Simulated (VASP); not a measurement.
# Ir (I4/mmm) in VASP: notebook

The runs below take Ir through single point, with PBEsol.

Program: VASP 6.6.1. These are calculated values, not measurements. Logs are shortened: lines on timing, memory, paths and dates and some standing lists are left out, and cuts for length are marked.

## Step 1: The cell of the first run

The structure is tetragonal, space group I4/mmm (No. 139). The conventional cell has a = 2.715 Å, b = 2.715 Å, c = 3.763 Å, α = 90.00°, β = 90.00°, γ = 90.00°. Within 3.5 Å of Ir (site symmetry 4/mmm) lie 12 Ir at 2.69 to 2.71 Å.

## Step 2: Single point, PBEsol (zz strain of -2 %)

INCAR reads:

```
SYSTEM = Ir
PREC     = Accurate       ! precision mode
ENCUT    = 520            ! plane-wave cutoff, eV
EDIFF    = 1E-6           ! SCF threshold, eV
ISMEAR   = -1             ! smearing method
SIGMA    = 0.05           ! smearing width, eV
LREAL    = .FALSE.        ! projectors in reciprocal space
LASPH    = .TRUE.         ! aspherical terms in the spheres
NELM     = 60             ! most SCF steps
ALGO     = Normal         ! electronic algorithm
ISIF     = 2              ! what is computed and relaxed
LWAVE    = .FALSE.        ! write WAVECAR
LCHARG   = .FALSE.        ! write CHGCAR
GGA      = PS             ! functional
NBANDS   = 10             ! bands
```

KPOINTS reads:

```
regular mesh
0
G
  15 15 15
  0 0 0
```

POSCAR reads:

```
Ir
1.0
    0.0000000000      1.9197000000      1.8813060000
    1.9197000000      0.0000000000      1.8813060000
    1.9197000000      1.9197000000      0.0000000000
Ir
1
Direct
    0.0000000000      0.0000000000      0.0000000000
```

Potentials or basis: VASP PAW PBE potentials, release 64 (Ir).

Command:

```
> cat potpaw_PBE.64/Ir/POTCAR > POTCAR
> mpirun -np 1 vasp_std > vasp.out
```

OUTCAR:

```text
SYSTEM = Ir
   PREC = Accurate
   ENCUT = 520
   EDIFF = 1E-6
   ISMEAR = -1
   LREAL = .FALSE.
   LASPH = .TRUE.
   NELM = 60
   ISIF = 2
   GGA = PS

 ion  position               nearest neighbor table
   1  0.000  0.000  0.000-

  LATTYP: Found a body centered tetragonal cell.
 ALAT       =     2.7148657757
 C/A-ratio  =     1.3859292911

  Lattice vectors:

 A1 = (   0.0000000000,  -1.9197000000,  -1.8813060000)
 A2 = (   0.0000000000,   1.9197000000,  -1.8813060000)
 A3 = (   1.9197000000,   0.0000000000,   1.8813060000)

Analysis of symmetry for initial positions (statically):
=====================================================================
 Subroutine PRICEL returns:
 Original cell was already a primitive cell.

 Routine SETGRP: Setting up the symmetry group for a
 body centered tetragonal supercell.

 Subroutine GETGRP returns: Found 16 space group operations
 (whereof 16 operations were pure point group operations)
 out of a pool of 16 trial point group operations.

The static configuration has the point symmetry D_4h.

Analysis of symmetry for dynamics (positions and initial velocities):
=====================================================================
 Subroutine PRICEL returns:
 Original cell was already a primitive cell.

 Routine SETGRP: Setting up the symmetry group for a
 body centered tetragonal supercell.

 Subroutine GETGRP returns: Found 16 space group operations
 (whereof 16 operations were pure point group operations)
 out of a pool of 16 trial point group operations.

The dynamic configuration has the point symmetry D_4h.

 Subroutine INISYM returns: Found 16 space group operations
 (whereof 16 operations are pure point group operations),
 and found     1 'primitive' translations

----------------------------------------------------------------------------------------

                                     Primitive cell

  volume of cell :      13.8662

  direct lattice vectors                    reciprocal lattice vectors
     0.000000000  1.919700000  1.881306000    -0.260457363  0.260457363  0.265772820
     1.919700000  0.000000000  1.881306000     0.260457363 -0.260457363  0.265772820
     1.919700000  1.919700000  0.000000000     0.260457363  0.260457363 -0.265772820

  length of vectors
     2.687854229  2.687854229  2.714865776     0.454215002  0.454215002  0.454215002

  position of ions in fractional coordinates (direct lattice)
     0.000000000  0.000000000  0.000000000

  ion indices of the primitive-cell ions
   primitive index   ion index
                 1           1

----------------------------------------------------------------------------------------

 KPOINTS: regular mesh

Automatic generation of k-mesh.
 Grid dimensions read from file:
 generate k-points for:   15   15   15

 Generating k-lattice:

  Cartesian coordinates                     Fractional coordinates (reciprocal lattice)
    -0.017363824  0.017363824  0.017718188     0.066666667  0.000000000  0.000000000
     0.017363824 -0.017363824  0.017718188     0.000000000  0.066666667  0.000000000
     0.017363824  0.017363824 -0.017718188    -0.000000000 -0.000000000  0.066666667

  Length of vectors
     0.030281000  0.030281000  0.030281000

  Shift w.r.t. Gamma in fractional coordinates (k-lattice)
     0.000000000  0.000000000  0.000000000

 Subroutine IBZKPT returns following result:
 ===========================================

 Found    288 irreducible k-points:

 Following reciprocal coordinates:
            Coordinates               Weight
  0.000000  0.000000  0.000000      1.000000
  0.066667  0.000000  0.000000      8.000000
  0.133333 -0.000000  0.000000      8.000000
  0.200000 -0.000000  0.000000      8.000000
  0.266667 -0.000000  0.000000      8.000000
  0.333333  0.000000  0.000000      8.000000
[... 16 lines left out ...]
  0.133333  0.133333  0.000000      2.000000
  0.200000  0.133333  0.000000      8.000000
 [... further k-points ...]
   k-points           NKPTS =    288   k-points in BZ     NKDIM =    288   number of bands    NBANDS=     10
   number of dos      NEDOS =    301   number of ions     NIONS =      1
   total plane-waves  NPLWV =   8000
   dimension x,y,z NGX =    20 NGY =   20 NGZ =   20
   dimension x,y,z NGXF=    40 NGYF=   40 NGZF=   40
   ions per type =               1
   NGX,Y,Z   is equivalent  to a cutoff of  12.37, 12.37, 12.25 a.u.
   NGXF,Y,Z  is equivalent  to a cutoff of  24.74, 24.74, 24.49 a.u.
 SYSTEM =  Ir
   PREC   = accura    normal or accurate (medium, high low for compatibility)
   ISTART =      0    job   : 0-new  1-cont  2-samecut
   ICHARG =      2    charge: 1-file 2-atom 10-const
   ISPIN  =      1    spin polarized calculation?
   LNONCOLLINEAR =      F non collinear calculations
   LSORBIT =      F    spin-orbit coupling
   LASPH  =      T    aspherical Exc in radial PAW
   ENCUT  =  520.0 eV  38.22 Ry    6.18 a.u.   5.00  5.00  5.05*2*pi/ulx,y,z
   NELM   =     60;   NELMIN=  2; NELMDL= -5     # of ELM steps
   EDIFF  = 0.1E-05   stopping-criterion for ELM
   LREAL  =      F    real-space projection
   EDIFFG = 0.1E-04   stopping-criterion for IOM
   NSW    =      0    number of steps for IOM
   IBRION =     -1    ionic relax: 0-MD 1-quasi-New 2-CG
   NFREE  =      0    steps in history (QN), initial steepest desc. (CG)
   ISIF   =      2    stress and relaxation
   ISYM   =      2    0-nonsym 1-usesym 2-fastsym
   POTIM  = 0.5000    time-step for ionic-motion
   TEBEG  =    0.0;   TEEND  =   0.0 temperature during run
   PSTRESS=    0.0 pullay stress
   NELECT =       9.0000    total number of electrons
   NUPDOWN=      -1.0000    fix difference up-down
   EMIN   =  10.00;   EMAX   =-10.00  energy-range for DOS
   EFERMI =   0.00;   METHOD = LEGACY
   ISMEAR =    -1;   SIGMA  =   0.05  broadening in eV -4-tet -1-fermi 0-gaus
   EFERMI_NEDOS =   21; number of points for ismear=-14 and -15
   IALGO  =     38    algorithm
   IMIX   =      4    mixing-type and parameters
     AMIX     =   0.40;   BMIX     =  1.00
     AMIX_MAG =   1.60;   BMIX_MAG =  1.00
  volume/ion in A,a.u.               =      13.87        93.57
  Fermi-wavevector in a.u.,A,eV,Ry     =   1.417437  2.678567 27.335822  2.009126
  Thomas-Fermi vector in A             =   2.538667
   LORBIT       =      0    0 simple, 1 ext, 2 COOP (PROOUT), +10 PAW based schemes
   GGA     = PS    functional components
   LHFCALC =     F    Hartree Fock is set to
   AEXX    =    0.0000 exact exchange contribution
   IVDW    =     0    specifies the selected vdW correction
   LEPSILON=     F    determine dielectric tensor
   LRPA    =     F    only Hartree local field effects (RPA)
 non-spin polarized calculation
  energy-cutoff  :      520.00
  volume of cell :       13.87
 maximum number of plane-waves:       383
   NGX =  9   NGY =  9   NGZ =  9

 number of electron       9.0000001 magnetization

 Free energy of the ion-electron system (eV)
  ---------------------------------------------------
  ext. energy  EPLUGINS =         0.00000000
  ---------------------------------------------------
  free energy    TOTEN  =        -9.82027112 eV

  energy without entropy =       -9.81245944  energy(sigma->0) =       -9.81636528

 E-fermi :  10.6518     XC(G=0): -14.2199

 val. band max:       10.6486403065   @ k =  -0.3333   0.0667   0.2000
 cond. band min:      10.6524051530   @ k =  -0.3333   0.2667   0.0667
 fundamental gap:      0.0037648465
 Fermi energy:        10.6518264581

 k-point     1 :       0.0000    0.0000    0.0000
  band No.  band energies     occupation
      1      -0.8106      2.00000
      2       6.4863      2.00000
      3       6.4863      2.00000
      4       6.7527      2.00000
      5       9.1926      2.00000
      6       9.5515      2.00000
      7      24.8839      0.00000
      8      30.3489      0.00000
      9      30.3489      0.00000
     10      31.0267      0.00000

 k-point     2 :       0.0667    0.0000    0.0000
  band No.  band energies     occupation
      1      -0.6088      2.00000
      2       6.4238      2.00000
      3       6.5740      2.00000
      4       6.7940      2.00000
      5       9.1423      2.00000
      6       9.4870      2.00000
      7      25.2360      0.00000
      8      29.5117      0.00000
      9      30.6818      0.00000
     10      31.1675      0.00000

 k-point     3 :       0.1333   -0.0000    0.0000
  band No.  band energies     occupation
      1      -0.0346      2.00000
      2       6.1955      2.00000
      3       6.7818      2.00000
      4       6.9813      2.00000
      5       9.0650      2.00000
      6       9.3602      2.00000
      7      26.1518      0.00000
      8      27.7325      0.00000
      9      31.6381      0.00000
     10      32.0968      0.00000

 k-point     4 :       0.2000   -0.0000    0.0000
  band No.  band energies     occupation
      1       0.7962      2.00000
      2       5.9883      2.00000
      3       6.9324      2.00000
      4       7.1623      2.00000
      5       9.1752      2.00000
      6       9.3716      2.00000
      7      25.7852      0.00000
      8      27.2971      0.00000
      9      33.0909      0.00000
     10      33.5446      0.00000
[... 222 lines left out ...]
 k-point    22 :      -0.0667    0.0667    0.0000
  band No.  band energies     occupation
      1      -0.2876      2.00000
      2       6.2097      2.00000
      3       6.6980      2.00000
      4       7.0048      2.00000
      5       8.9104      2.00000
      6       9.5565      2.00000
      7      25.7809      0.00000
      8      28.6077      0.00000
      9      31.1942      0.00000
     10      31.5024      0.00000

 k-point    23 :       0.1333    0.1333    0.0000
  band No.  band energies     occupation
      1       0.2589      2.00000
      2       5.9423      2.00000
      3       7.0957      2.00000
      4       7.0957      2.00000
      5       8.6746      2.00000
      6       9.5277      2.00000
      7      26.7270      0.00000
      8      28.8942      0.00000
      9      30.6969      0.00000
     10      30.6969      0.00000

 k-point    24 :       0.2000    0.1333    0.0000
  band No.  band energies     occupation
      1       0.9127      2.00000
      2       5.5789      2.00000
      3       7.3618      2.00000
      4       7.3883      2.00000
      5       8.4302      2.00000
      6       9.7224      2.00000
      7      27.6471      0.00000
      8      27.7690      0.00000
      9      30.8571      0.00000
     10      31.4497      0.00000

 [... further k-points ...]

------------------------ aborting loop because EDIFF is reached ----------------------------------------

  FORCE on cell =-STRESS in cart. coord.  units (eV):
  Direction    XX          YY          ZZ          XY          YZ          ZX
  --------------------------------------------------------------------------------------
  -------------------------------------------------------------------------------------
  Total        0.3112465      0.3112465      1.0229346      0.0000000     -0.0000000      0.0000000
  in kB       35.9632499     35.9632499    118.1958608      0.0000000     -0.0000000      0.0000000
  external PRESSURE =      63.3741202 kB  Pullay stress =       0.0000000 kB

 VOLUME and BASIS-vectors are now :
 -----------------------------------------------------------------------------
  energy-cutoff  :      520.00
  volume of cell :       13.87
      direct lattice vectors                 reciprocal lattice vectors
     0.000000000  1.919700000  1.881306000    -0.260457363  0.260457363  0.265772820
     1.919700000  0.000000000  1.881306000     0.260457363 -0.260457363  0.265772820
     1.919700000  1.919700000  0.000000000     0.260457363  0.260457363 -0.265772820

 POSITION                                       TOTAL-FORCE (eV/Angst)
 -----------------------------------------------------------------------------------
      0.00000      0.00000      0.00000         0.000000      0.000000      0.000000
 -----------------------------------------------------------------------------------
    total drift:                                0.000000      0.000000      0.000000

  FREE ENERGIE OF THE ION-ELECTRON SYSTEM (eV)
  ---------------------------------------------------
  free  energy   TOTEN  =        -9.8202711200 eV

  energy  without entropy=       -9.8124594412  energy(sigma->0) =       -9.81636528
```

Wall time 13 s (1 thread of Intel Xeon 6975P-C (Granite Rapids), shared host); peak memory 0.16 GiB.

Results:

```yaml
Free_energy: -9.8203 eV
Pressure: 6.3 GPa
```

Stress tensor (GPa, compression positive):
```
 3.60  0.00  0.00
 0.00  3.60  0.00
 0.00  0.00 11.82
```

Caveat: the cell differs from its parent crystal (zz strain of -2 %); the PAW data sets were made with another functional, which shifts forces and pressure a little; spin-orbit coupling is left out, which moves the levels of the heavy elements.

## Step 3: Single point, PBEsol (equal xx and yy strain of -1 %)

INCAR reads:

```
PREC = Accurate ; ENCUT = 520
EDIFF = 1E-6 ; ISMEAR = -1
SIGMA = 0.05 ; LREAL = F
LASPH = T ; NELM = 60
ALGO = Normal ; ISIF = 2
LWAVE = F ; LCHARG = F
GGA = PS ; NBANDS = 10
```

KPOINTS reads:

```
regular mesh
0
Gamma
  15 15 15
```

POSCAR reads:

```
Ir
1.0
    0.0000000000      1.9005030000      1.9197000000
    1.9005030000      0.0000000000      1.9197000000
    1.9005030000      1.9005030000      0.0000000000
Ir
1
Direct
    0.0000000000      0.0000000000      0.0000000000
```

Potentials or basis: VASP PAW PBE potentials, release 64 (Ir).

Command:

```
> cat potpaw_PBE.64/Ir/POTCAR > POTCAR
> mpirun -np 1 vasp_std > vasp.out
```

Wall time 13 s (1 thread of Intel Xeon 6975P-C (Granite Rapids), shared host); peak memory 0.16 GiB.

Results (log left out):

- Free energy: -9.8239 eV
- Pressure: 6.2 GPa

Stress tensor (GPa, compression positive):
```
7.62 0.00 0.00
0.00 7.62 0.00
0.00 0.00 3.44
```

Levels at points of the mesh, in eV from the Fermi level:
```csv
k point,band 2,band 3,band 4,band 5,band 6,band 7
"(0.00, 0.00, 0.00)",-4.17,-4.04,-4.04,-1.37,-1.19,14.22
```

Caveat: the cell differs from its parent crystal (equal xx and yy strain of -1 %); the PAW data sets were made with another functional, which shifts forces and pressure a little; spin-orbit coupling is left out, which moves the levels of the heavy elements.

## Step 4: Single point, PBEsol (zz strain of +2 %)

INCAR reads:

```
PREC     = Accurate       # precision mode
ENCUT    = 520            # plane-wave cutoff, eV
EDIFF    = 1E-6           # SCF threshold, eV
ISMEAR   = -1             # smearing method
SIGMA    = 0.05           # smearing width, eV
LREAL    = False          # projectors in reciprocal space
LASPH    = True           # aspherical terms in the spheres
NELM     = 80             # most SCF steps
ALGO     = Normal         # electronic algorithm
ISIF     = 2              # what is computed and relaxed
LWAVE    = False          # write WAVECAR
LCHARG   = False          # write CHGCAR
GGA      = PS             # functional
NBANDS   = 10             # bands
```

KPOINTS reads:

```
Automatic mesh
0
Gamma
  15 15 15
```

POSCAR reads:

```
Ir
1.0
    0.0000000000      1.9197000000      1.9580940000
    1.9197000000      0.0000000000      1.9580940000
    1.9197000000      1.9197000000      0.0000000000
Ir
1
Direct
    0.0000000000      0.0000000000      0.0000000000
```

Command:

```
> cat potpaw_PBE.64/Ir/POTCAR > POTCAR
> mpirun -np 1 vasp_std > vasp.out
```

Wall time 12 s (1 thread of Intel Xeon 6975P-C (Granite Rapids), shared host); peak memory 0.16 GiB.

It converged, with:

```
Free energy : -9.8150 eV
Pressure    : -8.9 GPa
```

Stress tensor (GPa, compression positive):
```
 -6.46   0.00   0.00
  0.00  -6.46   0.00
  0.00   0.00 -13.86
```

Levels at points of the mesh, in eV from the Fermi level:
| k point | band 1 | band 2 | band 3 | band 4 | band 5 | band 6 | band 7 | band 8 |
| --- | --- | --- | --- | --- | --- | --- | --- | --- |
| (0.00, 0.00, 0.00) | -11.02 | -4.00 | -3.74 | -3.74 | -1.37 | -1.03 | 14.32 | 19.37 |

Caveat: the cell differs from its parent crystal (zz strain of +2 %); the PAW data sets were made with another functional, which shifts forces and pressure a little; spin-orbit coupling is left out, which moves the levels of the heavy elements.

## Step 5: The runs side by side

| cell | gap on the mesh (eV) | pressure (GPa) |
| --- | --- | --- |
| a = 2.688, b = 2.688, c = 2.715 Å, angles 59.7, 59.7, 60.7°, 1 atom | none | 6.3 |
| a = 2.701, b = 2.701, c = 2.688 Å, angles 60.2, 60.2, 59.7°, 1 atom | none | 6.2 |
| a = 2.742, b = 2.742, c = 2.715 Å, angles 60.3, 60.3, 59.3°, 1 atom | none | -8.9 |

Alike in all rows: task single point; level PBEsol; potentials or basis VASP PAW PBE potentials, release 64 (Ir); no spin polarisation; k mesh 15 × 15 × 15; cutoff (eV) 520; smearing fermi-dirac 0.05 eV.

Caveats: the PAW data sets were made with another functional, which shifts forces and pressure a little; spin-orbit coupling is left out, which moves the levels of the heavy elements.

Absolute energies hang on the potentials; compare differences alone.
